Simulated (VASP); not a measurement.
# InRuS3 (R3m) in VASP: relaxation of cell and atoms with PBE

Aim: the relaxation of cell and atoms of InRuS3 with PBE.

All numbers are computed with VASP 6.6.1; they aren't measurements. Logs are shortened: lines on timing, memory, paths and dates and some standing lists are left out, and cuts for length are marked.

## 1. The cell of the first run

It takes space group R3m (No. 160, trigonal). The conventional cell has a = 6.622 Å, b = 6.622 Å, c = 8.141 Å, α = 90.00°, β = 90.00°, γ = 120.00°. Within 3.7 Å of In (site symmetry 3m) lie 9 S at 2.77 to 3.36 Å. Ru (site symmetry 3m) has 6 S at 2.24 to 2.58 Å within 3.0 Å. S (site symmetry m) has 2 Ru at 2.24 to 2.58 Å and 1 In at 2.77 Å and 2 S at 3.01 Å within 3.1 Å.

## 2. Relaxation of cell and atoms, PBE

Contents of INCAR:

```
  PREC = Accurate
  ENCUT = 560
  EDIFF = 1E-7
  ISMEAR = 0
  SIGMA = 0.1
  LREAL = False
  LASPH = True
  NELM = 120
  ALGO = Normal
  ISIF = 3
  LWAVE = False
  LCHARG = False
  GGA = PE
  IBRION = 2
  NSW = 90
  EDIFFG = -0.04
  GGA_COMPAT = False
  NELMIN = 4
```

Contents of KPOINTS:

```
regular mesh
0
Gamma
  6 6 6
```

Contents of POSCAR:

```
InRuS3
1.0
    3.3111877308      1.9117151277      2.7135174966
   -3.3111877308      1.9117151277      2.7135174966
    0.0000000000     -3.8234302554      2.7135174966
In Ru S
1 1 3
Direct
    0.4484018799      0.4484018799      0.4484018799
    0.9488480492      0.9488480492      0.9488480492
    0.0315103433      0.4857963842      0.0315103433
    0.4857963842      0.0315103433      0.0315103433
    0.0315103433      0.0315103433      0.4857963842
```

Potentials or basis: VASP PAW PBE potentials, release 64 (In_d, Ru_sv, S).

Launch:

```bash
$ cat potpaw_PBE.64/In_d/POTCAR potpaw_PBE.64/Ru_sv/POTCAR potpaw_PBE.64/S/POTCAR > POTCAR
$ mpirun -np 1 vasp_std > vasp.out
```

OUTCAR:

```text
PREC = Accurate
   ENCUT = 560
   EDIFF = 1E-7
   ISMEAR = 0
   LREAL = False
   LASPH = True
   NELM = 120
   ISIF = 3
   GGA = PE
   IBRION = 2
   NSW = 90
   EDIFFG = -0.04
   NELMIN = 4

 ion  position               nearest neighbor table
   1  0.448  0.448  0.448-   5 2.77   4 2.77   3 2.77   4 3.36   3 3.36   4 3.36   3 3.36   5 3.36
                             5 3.36
   2  0.949  0.949  0.949-   5 2.24   4 2.24   3 2.24   5 2.58   4 2.58   3 2.58
   3  0.032  0.486  0.032-   2 2.24   2 2.58   1 2.77   1 3.36   1 3.36
   4  0.486  0.032  0.032-   2 2.24   2 2.58   1 2.77   1 3.36   1 3.36
   5  0.032  0.032  0.486-   2 2.24   2 2.58   1 2.77   1 3.36   1 3.36

  LATTYP: Found a trigonal (rhomboedric) cell.
 ALAT       =     4.6884748184
 COS(alpha) =     0.0024505616

  Lattice vectors:

 A1 = (   3.3111877308,   1.9117151277,   2.7135174966)
 A2 = (  -3.3111877308,   1.9117151277,   2.7135174966)
 A3 = (   0.0000000000,  -3.8234302554,   2.7135174966)

Analysis of symmetry for initial positions (statically):
=====================================================================
 Subroutine PRICEL returns:
 Original cell was already a primitive cell.

 Routine SETGRP: Setting up the symmetry group for a
 trigonal (rhombohedral) supercell.

 Subroutine GETGRP returns: Found  6 space group operations
 (whereof  6 operations were pure point group operations)
 out of a pool of 12 trial point group operations.

The static configuration has the point symmetry C_3v.

Analysis of symmetry for dynamics (positions and initial velocities):
=====================================================================
 Subroutine PRICEL returns:
 Original cell was already a primitive cell.

 Routine SETGRP: Setting up the symmetry group for a
 trigonal (rhombohedral) supercell.

 Subroutine GETGRP returns: Found  6 space group operations
 (whereof  6 operations were pure point group operations)
 out of a pool of 12 trial point group operations.

The dynamic configuration has the point symmetry C_3v.

 Subroutine INISYM returns: Found  6 space group operations
 (whereof  6 operations are pure point group operations),
 and found     1 'primitive' translations

----------------------------------------------------------------------------------------

                                     Primitive cell

  volume of cell :     103.0602

  direct lattice vectors                    reciprocal lattice vectors
     3.311187731  1.911715128  2.713517497     0.151003217  0.087181748  0.122841785
    -3.311187731  1.911715128  2.713517497    -0.151003217  0.087181748  0.122841785
     0.000000000 -3.823430255  2.713517497     0.000000000 -0.174363496  0.122841785

  length of vectors
     4.688474818  4.688474818  4.688474818     0.213290255  0.213290255  0.213290255

  position of ions in fractional coordinates (direct lattice)
     0.448401880  0.448401880  0.448401880
     0.948848049  0.948848049  0.948848049
     0.031510343  0.485796384  0.031510343
     0.485796384  0.031510343  0.031510343
     0.031510343  0.031510343  0.485796384

  ion indices of the primitive-cell ions
   primitive index   ion index
                 1           1
                 2           2
                 3           3
                 4           4
                 5           5

----------------------------------------------------------------------------------------

 KPOINTS: regular mesh

Automatic generation of k-mesh.
 Grid dimensions read from file:
 generate k-points for:    6    6    6

 Generating k-lattice:

  Cartesian coordinates                     Fractional coordinates (reciprocal lattice)
     0.025167203  0.014530291  0.020473631     0.166666667 -0.000000000 -0.000000000
    -0.025167203  0.014530291  0.020473631    -0.000000000  0.166666667 -0.000000000
     0.000000000 -0.029060583  0.020473631    -0.000000000 -0.000000000  0.166666667

  Length of vectors
     0.035548376  0.035548376  0.035548376

  Shift w.r.t. Gamma in fractional coordinates (k-lattice)
     0.000000000  0.000000000  0.000000000

 Subroutine IBZKPT returns following result:
 ===========================================

 Found     32 irreducible k-points:

 Following reciprocal coordinates:
            Coordinates               Weight
  0.000000  0.000000  0.000000      1.000000
  0.166667  0.000000  0.000000      6.000000
  0.333333 -0.000000  0.000000      6.000000
  0.500000  0.000000  0.000000      3.000000
  0.166667  0.166667  0.000000      6.000000
  0.333333  0.166667  0.000000     12.000000
[... 16 lines left out ...]
  0.500000  0.500000  0.166667      6.000000
 -0.333333  0.500000  0.166667     12.000000
 [... further k-points ...]
   k-points           NKPTS =     32   k-points in BZ     NKDIM =     32   number of bands    NBANDS=     28
   number of dos      NEDOS =    301   number of ions     NIONS =      5
   total plane-waves  NPLWV =  46656
   dimension x,y,z NGX =    36 NGY =   36 NGZ =   36
   dimension x,y,z NGXF=    72 NGYF=   72 NGZF=   72
   ions per type =               1   1   3
   NGX,Y,Z   is equivalent  to a cutoff of  12.77, 12.77, 12.77 a.u.
   NGXF,Y,Z  is equivalent  to a cutoff of  25.53, 25.53, 25.53 a.u.
 SYSTEM =  unknown system
   PREC   = accura    normal or accurate (medium, high low for compatibility)
   ISTART =      0    job   : 0-new  1-cont  2-samecut
   ICHARG =      2    charge: 1-file 2-atom 10-const
   ISPIN  =      1    spin polarized calculation?
   LNONCOLLINEAR =      F non collinear calculations
   LSORBIT =      F    spin-orbit coupling
   LASPH  =      T    aspherical Exc in radial PAW
   ENCUT  =  560.0 eV  41.16 Ry    6.42 a.u.   9.05  9.05  9.05*2*pi/ulx,y,z
   NELM   =    120;   NELMIN=  4; NELMDL= -5     # of ELM steps
   EDIFF  = 0.1E-06   stopping-criterion for ELM
   LREAL  =      F    real-space projection
   EDIFFG = -.4E-01   stopping-criterion for IOM
   NSW    =     90    number of steps for IOM
   IBRION =      2    ionic relax: 0-MD 1-quasi-New 2-CG
   NFREE  =      1    steps in history (QN), initial steepest desc. (CG)
   ISIF   =      3    stress and relaxation
   ISYM   =      2    0-nonsym 1-usesym 2-fastsym
   POTIM  = 0.5000    time-step for ionic-motion
   TEBEG  =    0.0;   TEEND  =   0.0 temperature during run
   PSTRESS=    0.0 pullay stress
   NELECT =      47.0000    total number of electrons
   NUPDOWN=      -1.0000    fix difference up-down
   EMIN   =  10.00;   EMAX   =-10.00  energy-range for DOS
   EFERMI =   0.00;   METHOD = LEGACY
   ISMEAR =     0;   SIGMA  =   0.10  broadening in eV -4-tet -1-fermi 0-gaus
   EFERMI_NEDOS =   21; number of points for ismear=-14 and -15
   IALGO  =     38    algorithm
   IMIX   =      4    mixing-type and parameters
     AMIX     =   0.40;   BMIX     =  1.00
     AMIX_MAG =   1.60;   BMIX_MAG =  1.00
  volume/ion in A,a.u.               =      20.61       139.10
  Fermi-wavevector in a.u.,A,eV,Ry     =   1.260116  2.381274 21.604584  1.587892
  Thomas-Fermi vector in A             =   2.393642
   LORBIT       =      0    0 simple, 1 ext, 2 COOP (PROOUT), +10 PAW based schemes
   GGA     = PE    functional components
   LHFCALC =     F    Hartree Fock is set to
   AEXX    =    0.0000 exact exchange contribution
   IVDW    =     0    specifies the selected vdW correction
   LEPSILON=     F    determine dielectric tensor
   LRPA    =     F    only Hartree local field effects (RPA)
 conjugate gradient relaxation of ions
 non-spin polarized calculation
 Gauss-broadening in eV      SIGMA  =   0.10
  energy-cutoff  :      560.00
  volume of cell :      103.06
 maximum number of plane-waves:      3136
   NGX = 19   NGY = 19   NGZ = 19

--------------------------------------- Ionic step        1  -------------------------------------------

 number of electron      47.0000007 magnetization

 Free energy of the ion-electron system (eV)
  ---------------------------------------------------
  ext. energy  EPLUGINS =         0.00000000
  ---------------------------------------------------
  free energy    TOTEN  =       -24.09817294 eV

  energy without entropy =      -24.06731559  energy(sigma->0) =      -24.08274426

------------------------ aborting loop because EDIFF is reached ----------------------------------------

  FORCE on cell =-STRESS in cart. coord.  units (eV):
  Direction    XX          YY          ZZ          XY          YZ          ZX
  --------------------------------------------------------------------------------------
  -------------------------------------------------------------------------------------
  Total       -0.0877344     -0.0877344     -0.3721368     -0.0000000      0.0000000      0.0000000
  in kB       -1.3639227     -1.3639227     -5.7852525     -0.0000000      0.0000000      0.0000000
  external PRESSURE =      -2.8376993 kB  Pullay stress =       0.0000000 kB
[... 98 lines left out ...]
  FREE ENERGIE OF THE ION-ELECTRON SYSTEM (eV)
  ---------------------------------------------------
  free  energy   TOTEN  =       -24.1046465132 eV

  energy  without entropy=      -24.0789132938  energy(sigma->0) =      -24.09177990

[... ionic steps 4 to 9 ...]

--------------------------------------- Ionic step       10  -------------------------------------------

 number of electron      46.9999999 magnetization

------------------------ aborting loop because EDIFF is reached ----------------------------------------

  FORCE on cell =-STRESS in cart. coord.  units (eV):
  Direction    XX          YY          ZZ          XY          YZ          ZX
  --------------------------------------------------------------------------------------
  -------------------------------------------------------------------------------------
  Total        0.0974435      0.0974435      0.2257666      0.0000000      0.0000000     -0.0000000
  in kB        1.5232273      1.5232273      3.5291629      0.0000000      0.0000000     -0.0000000
  external PRESSURE =       2.1918725 kB  Pullay stress =       0.0000000 kB
[... 63 lines left out ...]
  energy  without entropy=      -24.0871711008  energy(sigma->0) =      -24.09903443

--------------------------------------- Ionic step       12  -------------------------------------------

 number of electron      47.0000000 magnetization

 Free energy of the ion-electron system (eV)
  ---------------------------------------------------
  ext. energy  EPLUGINS =         0.00000000
  ---------------------------------------------------
  free energy    TOTEN  =       -24.11154254 eV

  energy without entropy =      -24.08803103  energy(sigma->0) =      -24.09978679

 E-fermi :   6.3433     XC(G=0): -10.2810

 val. band max:        6.3332229696   @ k =   0.5000   0.0000   0.0000
 cond. band min:       6.3461893169   @ k =  -0.3333   0.5000   0.3333
 fundamental gap:      0.0129663473
 Fermi energy:         6.3432511617

 k-point     1 :       0.0000    0.0000    0.0000
  band No.  band energies     occupation
      1     -66.6651      2.00000
      2     -36.7718      2.00000
      3     -36.7718      2.00000
      4     -36.5143      2.00000
      5      -7.9619      2.00000
      6      -7.7458      2.00000
[... 733 lines left out ...]
     27       9.5614      0.00000
     28      10.5415      0.00000

 [... further k-points ...]
[... 5 lines left out ...]
  --------------------------------------------------------------------------------------
  -------------------------------------------------------------------------------------
  Total        0.0446798      0.0446798      0.1861945      0.0000000      0.0000000      0.0000000
  in kB        0.6975535      0.6975535      2.9069178      0.0000000      0.0000000      0.0000000
  external PRESSURE =       1.4340083 kB  Pullay stress =       0.0000000 kB
[... 20 lines left out ...]
  FREE ENERGIE OF THE ION-ELECTRON SYSTEM (eV)
  ---------------------------------------------------
  free  energy   TOTEN  =       -24.1115425420 eV

  energy  without entropy=      -24.0880310337  energy(sigma->0) =      -24.09978679

 reached required accuracy - stopping structural energy minimisation
```

It took 6.8 min on 1 thread of AMD EPYC 9R45 (Zen 5), shared host; peak memory 0.25 GiB.

What came out:

- Free energy: -24.1115 eV
- Relaxed volume: 20.52 Å³/atom
- Relaxed cell: a = 4.682 Å, b = 4.682 Å, c = 4.682 Å, α = 90.58°, β = 90.58°, γ = 90.58°
- Space group after relaxing (to 0.1 Å): R3m (No. 160)
- Energy gained by relaxing: 2.7 meV/atom
- Ionic steps: 12
- Pressure after relaxing: 0.1 GPa
- Largest force after relaxing: 0.038 eV/Å
- Band gap on the k mesh: zero (an odd number of electrons rules out a gap without spin polarisation)

Forces in eV/Å, atoms in the order of the input:
```
In   0.000  0.000 -0.018
Ru   0.000  0.000  0.038
S   -0.008  0.004 -0.007
S    0.008  0.004 -0.007
S    0.000 -0.009 -0.007
```

Stress tensor (GPa, compression positive):
```
0.07 0.00 0.00
0.00 0.07 0.00
0.00 0.00 0.29
```

Step by step:
```
step  energy change (eV)  largest force (eV/Å)  pressure (GPa)  volume (Å³)
   1              0.0000                0.2350           -0.28       103.06
   2             -0.0043                0.1873            0.06       102.52
   3             -0.0065                0.0978            0.56       101.77
   4             -0.0086                0.1144            0.21       102.08
   5             -0.0089                0.1264            0.03       102.22
   6             -0.0100                0.1142           -0.01       102.34
   7             -0.0120                0.0752           -0.13       102.68
   8             -0.0102                0.1181           -0.32       103.36
   9             -0.0123                0.0533           -0.19       102.86
  10             -0.0127                0.0703            0.22       102.49
  11             -0.0127                0.0646            0.14       102.56
  12             -0.0134                0.0380            0.14       102.62
```

Final structure:
```
CELL_PARAMETERS angstrom
3.32746 1.92111 2.67565
-3.32746 1.92111 2.67565
0.00000 -3.84222 2.67565
ATOMIC_POSITIONS crystal
In 0.44149 0.44149 0.44149
Ru 0.95520 0.95520 0.95520
S 0.03041 0.48857 0.03041
S 0.48857 0.03041 0.03041
S 0.03041 0.03041 0.48857
```

Levels at points of the mesh, in eV from the Fermi level:
```
           k point  band 19  band 20  band 21  band 22  band 23  band 24  band 25  band 26  band 27  band 28
(0.00, 0.00, 0.00)    -2.61    -2.61    -2.19    -1.49    -0.14    -0.14     0.75     0.76     0.76     4.55
(0.50, 0.00, 0.00)    -2.78    -2.58    -1.64    -0.62    -0.01     0.42     0.46     0.71     1.57     2.98
(0.50, 0.50, 0.00)    -2.85    -2.26    -1.60    -0.26    -0.22     0.25     0.42     0.96     3.57     3.64
(0.50, 0.50, 0.50)    -2.91    -0.64    -0.64    -0.46    -0.12    -0.12     0.04     3.57     3.57     6.30
```

Caveat: spin-orbit coupling is left out, which moves the levels of the heavy elements; an odd number of electrons without spin polarisation forces a metal; a magnetic or distorted state may lie lower.
